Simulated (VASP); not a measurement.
# AlRu (Pm-3m) in VASP: notebook

AlRu is run at these levels: PBE+D3(BJ); tasks: single point, relaxation of cell and atoms.

Program: VASP 6.6.1. These are calculated values, not measurements. Logs are shortened: lines on timing, memory, paths and dates and some standing lists are left out, and cuts for length are marked.

### Step 1. The cell of the first run

It takes space group Pm-3m (No. 221, cubic). Conventional cell: a = 2.992 Å, b = 2.992 Å, c = 2.992 Å, α = 90.00°, β = 90.00°, γ = 90.00°. Al (site symmetry m-3m) has 8 Ru at 2.59 Å and 6 Al at 2.99 Å within 3.4 Å. Ru (site symmetry m-3m) has 8 Al at 2.59 Å and 6 Ru at 2.99 Å within 3.4 Å.

### Step 2. Single point, PBE+D3(BJ)

File INCAR:

```
SYSTEM = AlRu
ALGO = Fast ; EDIFF = 1E-7
ENCUT = 520 ; GGA = PE
ISIF = 2 ; ISMEAR = 0
IVDW = 12 ; LASPH = .True.
LCHARG = .True. ; LELF = .True.
LREAL = .False. ; LVHAR = .True.
LWAVE = .False. ; NBANDS = 16
NELM = 80 ; PREC = Accurate
SIGMA = 0.1
```

File KPOINTS:

```
k-points
0
Gamma
  6 6 6
  0 0 0
```

File POSCAR:

```
AlRu
1.0
    2.9916000000      0.0000000000      0.0000000000
    0.0000000000      2.9916000000      0.0000000000
    0.0000000000      0.0000000000      2.9916000000
Al Ru
1 1
Direct
    0.0000000000      0.0000000000      0.0000000000
    0.5000000000      0.5000000000      0.5000000000
```

Potentials or basis: VASP PAW PBE potentials, release 64 (Al, Ru_pv).

Run with:

```sh
$ cat potpaw_PBE.64/Al/POTCAR potpaw_PBE.64/Ru_pv/POTCAR > POTCAR
$ mpirun -np 1 vasp_std > vasp.out
```

OUTCAR:

```text
SYSTEM = AlRu
   EDIFF = 1E-7
   ENCUT = 520
   GGA = PE
   ISIF = 2
   ISMEAR = 0
   IVDW = 12
   LASPH = .True.
   LREAL = .False.
   NELM = 80
   PREC = Accurate
 IVDW          = 12

 ion  position               nearest neighbor table
   1  0.000  0.000  0.000-   2 2.59   2 2.59   2 2.59   2 2.59   2 2.59   2 2.59   2 2.59   2 2.59

   2  0.500  0.500  0.500-   1 2.59   1 2.59   1 2.59   1 2.59   1 2.59   1 2.59   1 2.59   1 2.59

  LATTYP: Found a simple cubic cell.
 ALAT       =     2.9916000000

  Lattice vectors:

 A1 = (   2.9916000000,   0.0000000000,   0.0000000000)
 A2 = (   0.0000000000,   2.9916000000,   0.0000000000)
 A3 = (   0.0000000000,   0.0000000000,   2.9916000000)

Analysis of symmetry for initial positions (statically):
=====================================================================
 Subroutine PRICEL returns:
 Original cell was already a primitive cell.

 Routine SETGRP: Setting up the symmetry group for a
 simple cubic supercell.

 Subroutine GETGRP returns: Found 48 space group operations
 (whereof 48 operations were pure point group operations)
 out of a pool of 48 trial point group operations.

The static configuration has the point symmetry O_h .

Analysis of symmetry for dynamics (positions and initial velocities):
=====================================================================
 Subroutine PRICEL returns:
 Original cell was already a primitive cell.

 Routine SETGRP: Setting up the symmetry group for a
 simple cubic supercell.

 Subroutine GETGRP returns: Found 48 space group operations
 (whereof 48 operations were pure point group operations)
 out of a pool of 48 trial point group operations.

The dynamic configuration has the point symmetry O_h .

 Subroutine INISYM returns: Found 48 space group operations
 (whereof 48 operations are pure point group operations),
 and found     1 'primitive' translations

----------------------------------------------------------------------------------------

                                     Primitive cell

  volume of cell :      26.7738

  direct lattice vectors                    reciprocal lattice vectors
     2.991600000  0.000000000  0.000000000     0.334269287  0.000000000  0.000000000
     0.000000000  2.991600000  0.000000000     0.000000000  0.334269287  0.000000000
     0.000000000  0.000000000  2.991600000     0.000000000  0.000000000  0.334269287

  length of vectors
     2.991600000  2.991600000  2.991600000     0.334269287  0.334269287  0.334269287

  position of ions in fractional coordinates (direct lattice)
     0.000000000  0.000000000  0.000000000
     0.500000000  0.500000000  0.500000000

  ion indices of the primitive-cell ions
   primitive index   ion index
                 1           1
                 2           2

----------------------------------------------------------------------------------------

 KPOINTS: k-points

Automatic generation of k-mesh.
 Grid dimensions read from file:
 generate k-points for:    6    6    6

 Generating k-lattice:

  Cartesian coordinates                     Fractional coordinates (reciprocal lattice)
     0.055711548  0.000000000  0.000000000     0.166666667  0.000000000  0.000000000
     0.000000000  0.055711548  0.000000000     0.000000000  0.166666667  0.000000000
     0.000000000  0.000000000  0.055711548     0.000000000  0.000000000  0.166666667

  Length of vectors
     0.055711548  0.055711548  0.055711548

  Shift w.r.t. Gamma in fractional coordinates (k-lattice)
     0.000000000  0.000000000  0.000000000

 Subroutine IBZKPT returns following result:
 ===========================================

 Found     20 irreducible k-points:

 Following reciprocal coordinates:
            Coordinates               Weight
  0.000000  0.000000  0.000000      1.000000
  0.166667  0.000000  0.000000      6.000000
  0.333333  0.000000  0.000000      6.000000
  0.500000  0.000000  0.000000      3.000000
  0.166667  0.166667  0.000000     12.000000
  0.333333  0.166667  0.000000     24.000000
[... 12 lines left out ...]
  0.500000  0.500000  0.333333      6.000000
  0.500000  0.500000  0.500000      1.000000
   k-points           NKPTS =     20   k-points in BZ     NKDIM =     20   number of bands    NBANDS=     16
   number of dos      NEDOS =    301   number of ions     NIONS =      2
   total plane-waves  NPLWV =  13824
   dimension x,y,z NGX =    24 NGY =   24 NGZ =   24
   dimension x,y,z NGXF=    48 NGYF=   48 NGZF=   48
   ions per type =               1   1
   NGX,Y,Z   is equivalent  to a cutoff of  13.34, 13.34, 13.34 a.u.
   NGXF,Y,Z  is equivalent  to a cutoff of  26.67, 26.67, 26.67 a.u.
 SYSTEM =  AlRu
   PREC   = accura    normal or accurate (medium, high low for compatibility)
   ISTART =      0    job   : 0-new  1-cont  2-samecut
   ICHARG =      2    charge: 1-file 2-atom 10-const
   ISPIN  =      1    spin polarized calculation?
   LNONCOLLINEAR =      F non collinear calculations
   LSORBIT =      F    spin-orbit coupling
   LASPH  =      T    aspherical Exc in radial PAW
   ENCUT  =  520.0 eV  38.22 Ry    6.18 a.u.   5.56  5.56  5.56*2*pi/ulx,y,z
   NELM   =     80;   NELMIN=  2; NELMDL= -5     # of ELM steps
   EDIFF  = 0.1E-06   stopping-criterion for ELM
   LREAL  =      F    real-space projection
   EDIFFG = 0.1E-05   stopping-criterion for IOM
   NSW    =      0    number of steps for IOM
   IBRION =     -1    ionic relax: 0-MD 1-quasi-New 2-CG
   NFREE  =      0    steps in history (QN), initial steepest desc. (CG)
   ISIF   =      2    stress and relaxation
   ISYM   =      2    0-nonsym 1-usesym 2-fastsym
   POTIM  = 0.5000    time-step for ionic-motion
   TEBEG  =    0.0;   TEEND  =   0.0 temperature during run
   PSTRESS=    0.0 pullay stress
   NELECT =      17.0000    total number of electrons
   NUPDOWN=      -1.0000    fix difference up-down
   EMIN   =  10.00;   EMAX   =-10.00  energy-range for DOS
   EFERMI =   0.00;   METHOD = LEGACY
   ISMEAR =     0;   SIGMA  =   0.10  broadening in eV -4-tet -1-fermi 0-gaus
   EFERMI_NEDOS =   21; number of points for ismear=-14 and -15
   IALGO  =     68    algorithm
   IMIX   =      4    mixing-type and parameters
     AMIX     =   0.40;   BMIX     =  1.00
     AMIX_MAG =   1.60;   BMIX_MAG =  1.00
  volume/ion in A,a.u.               =      13.39        90.34
  Fermi-wavevector in a.u.,A,eV,Ry     =   1.407087  2.659009 26.938090  1.979894
  Thomas-Fermi vector in A             =   2.529382
   LORBIT       =      0    0 simple, 1 ext, 2 COOP (PROOUT), +10 PAW based schemes
   GGA     = PE    functional components
   LHFCALC =     F    Hartree Fock is set to
   AEXX    =    0.0000 exact exchange contribution
   IVDW    =    12    specifies the selected vdW correction
   LEPSILON=     F    determine dielectric tensor
   LRPA    =     F    only Hartree local field effects (RPA)
 non-spin polarized calculation
 RMM-DIIS sequential band-by-band and
 Gauss-broadening in eV      SIGMA  =   0.10
  energy-cutoff  :      520.00
  volume of cell :       26.77
 maximum number of plane-waves:       739
 NGX is ok and might be reduce to    24
   NGX = 11   NGY = 11   NGZ = 11

 number of electron      16.9999995 magnetization

 Free energy of the ion-electron system (eV)
  ---------------------------------------------------
  ext. energy  EPLUGINS =         0.00000000
  ---------------------------------------------------
  free energy    TOTEN  =       -14.25852603 eV

  energy without entropy =      -14.24536266  energy(sigma->0) =      -14.25194435

 E-fermi :  10.5880     XC(G=0): -12.5684

 val. band max:       10.5851998167   @ k =   0.3333   0.1667   0.0000
 cond. band min:      10.6624062576   @ k =   0.5000   0.1667   0.0000
 fundamental gap:      0.0772064409
 Fermi energy:        10.5880456945

 k-point     1 :       0.0000    0.0000    0.0000
  band No.  band energies     occupation
      1     -31.0619      2.00000
      2     -31.0619      2.00000
      3     -31.0619      2.00000
      4       1.0400      2.00000
      5       7.1579      2.00000
      6       7.1579      2.00000
[... 8 lines left out ...]
     15      22.7969      0.00000
     16      25.8238      0.00000

 k-point     2 :       0.1667    0.0000    0.0000
  band No.  band energies     occupation
      1     -31.1146      2.00000
      2     -31.0574      2.00000
      3     -31.0574      2.00000
      4       1.5651      2.00000
      5       7.2867      2.00000
      6       7.3369      2.00000
[... 8 lines left out ...]
     15      22.9795      0.00000
     16      27.5759      0.00000

 k-point     3 :       0.3333    0.0000    0.0000
  band No.  band energies     occupation
      1     -31.2189      2.00000
      2     -31.0485      2.00000
      3     -31.0485      2.00000
      4       3.0162      2.00000
      5       6.8594      2.00000
      6       7.7351      2.00000
[... 8 lines left out ...]
     15      23.8311      0.00000
     16      25.6619      0.00000

 k-point     4 :       0.5000    0.0000    0.0000
  band No.  band energies     occupation
      1     -31.2704      2.00000
      2     -31.0440      2.00000
      3     -31.0440      2.00000
      4       4.8825      2.00000
      5       5.2251      2.00000
      6       7.9598      2.00000
[... 8 lines left out ...]
     15      23.4384      0.00000
     16      24.0182      0.00000
[... 248 lines left out ...]
 k-point    18 :       0.5000    0.3333    0.3333
  band No.  band energies     occupation
      1     -31.2327      2.00000
      2     -31.1793      2.00000
      3     -31.1771      2.00000
      4       5.5318      2.00000
      5       6.6585      2.00000
      6       6.7589      2.00000
[... 8 lines left out ...]
     15      21.8775      0.00000
     16      22.7980      0.00000

 k-point    19 :       0.5000    0.5000    0.3333
  band No.  band energies     occupation
      1     -31.2268      2.00000
      2     -31.2268      2.00000
      3     -31.1728      2.00000
      4       5.6430      2.00000
      5       6.4952      2.00000
      6       6.4952      2.00000
[... 8 lines left out ...]
     15      20.6606      0.00000
     16      24.5777      0.00000

 k-point    20 :       0.5000    0.5000    0.5000
  band No.  band energies     occupation
      1     -31.2211      2.00000
      2     -31.2211      2.00000
      3     -31.2211      2.00000
      4       6.0779      2.00000
      5       6.0779      2.00000
      6       6.0779      2.00000
[... 8 lines left out ...]
     15      19.2372      0.00000
     16      22.6336      0.00000

------------------------ aborting loop because EDIFF is reached ----------------------------------------

 Edisp (eV)   -1.02987

 E8    (eV) :    -0.4662

  FORCE on cell =-STRESS in cart. coord.  units (eV):
  Direction    XX          YY          ZZ          XY          YZ          ZX
  --------------------------------------------------------------------------------------
  -------------------------------------------------------------------------------------
  Total      -0.66271    -0.66271    -0.66271     0.00000     0.00000    -0.00000
  in kB     -39.65742   -39.65742   -39.65742     0.00000     0.00000    -0.00000
  external pressure =      -39.66 kB  Pullay stress =        0.00 kB

 VOLUME and BASIS-vectors are now :
 -----------------------------------------------------------------------------
  energy-cutoff  :      520.00
  volume of cell :       26.77
      direct lattice vectors                 reciprocal lattice vectors
     2.991600000  0.000000000  0.000000000     0.334269287  0.000000000  0.000000000
     0.000000000  2.991600000  0.000000000     0.000000000  0.334269287  0.000000000
     0.000000000  0.000000000  2.991600000     0.000000000  0.000000000  0.334269287

 POSITION                                       TOTAL-FORCE (eV/Angst)
 -----------------------------------------------------------------------------------
      0.00000      0.00000      0.00000         0.000000      0.000000      0.000000
      1.49580      1.49580      1.49580         0.000000      0.000000      0.000000
 -----------------------------------------------------------------------------------
    total drift:                                0.000000     -0.000000     -0.000000

  FREE ENERGIE OF THE ION-ELECTRON SYSTEM (eV)
  ---------------------------------------------------
  free  energy   TOTEN  =       -15.2883993690 eV

  energy  without entropy=      -15.2752359962  energy(sigma->0) =      -15.28181768
```

Run time: 8.2 s. Hardware: 1 thread of Intel Xeon 6975P-C, shared host; peak memory 0.15 GiB.

What came out:

- Free energy: -15.2884 eV
- Pressure: -4.0 GPa
- Dispersion energy per atom: -0.515 eV

Caveat: pairwise dispersion overbinds metals, which lowers pressure and volume.

### Step 3. Single point, PBE+D3(BJ)

This run uses another cell than the first one, of 13.15 Å³/atom, 0.982 times its volume.

File INCAR:

```
SYSTEM = AlRu
ALGO = Normal
EDIFF = 1E-6
ENCUT = 520
GGA = PE
ISIF = 2
ISMEAR = 0
IVDW = 12
LASPH = .True.
LCHARG = .True.
LELF = .True.
LREAL = .False.
LVHAR = .True.
LWAVE = .False.
NBANDS = 16
NELM = 100
PREC = Accurate
SIGMA = 0.1
```

File KPOINTS:

```
k-points
0
Gamma
  14 14 14
  0 0 0
```

File POSCAR:

```
AlRu
1.0
    2.9735874643      0.0000000000      0.0000000000
    0.0000000000      2.9735874643      0.0000000000
    0.0000000000      0.0000000000      2.9735874643
Al Ru
1 1
Direct
    0.0000000000      0.0000000000      0.0000000000
    0.5000000000      0.5000000000      0.5000000000
```

Potentials or basis: VASP PAW PBE potentials, release 64 (Al, Ru_pv).

Run with:

```sh
$ cat potpaw_PBE.64/Al/POTCAR potpaw_PBE.64/Ru_pv/POTCAR > POTCAR
$ mpirun -np 1 vasp_std > vasp.out
```

Run time: 23 s. Hardware: 1 thread of Intel Xeon 6975P-C, shared host; peak memory 0.19 GiB.

Results (log left out):

* Free energy: -15.2911 eV
* Pressure: 0.0 GPa
* Dispersion energy per atom: -0.525 eV

Levels at points of the mesh, in eV from the Fermi level:
| k point | band 5 | band 6 | band 7 | band 8 | band 9 | band 10 | band 11 | band 12 | band 13 | band 14 |
| --- | --- | --- | --- | --- | --- | --- | --- | --- | --- | --- |
| (0.00, 0.00, 0.00) | -3.66 | -3.66 | 0.19 | 0.19 | 0.19 | 6.17 | 6.17 | 6.17 | 11.09 | 11.09 |
| (0.50, 0.00, 0.00) | -5.52 | -2.84 | -1.64 | -1.64 | 0.45 | 2.36 | 7.44 | 11.13 | 11.13 | 12.13 |
| (0.50, 0.50, 0.00) | -3.13 | -1.38 | -1.38 | -1.20 | -1.20 | 1.59 | 5.44 | 6.42 | 10.74 | 12.13 |
| (0.50, 0.50, 0.50) | -4.73 | -4.73 | 1.68 | 1.68 | 2.69 | 4.18 | 4.18 | 4.18 | 8.71 | 8.71 |

Caveat: pairwise dispersion overbinds metals, which lowers pressure and volume.

(Part 1 of 2 ends here.)
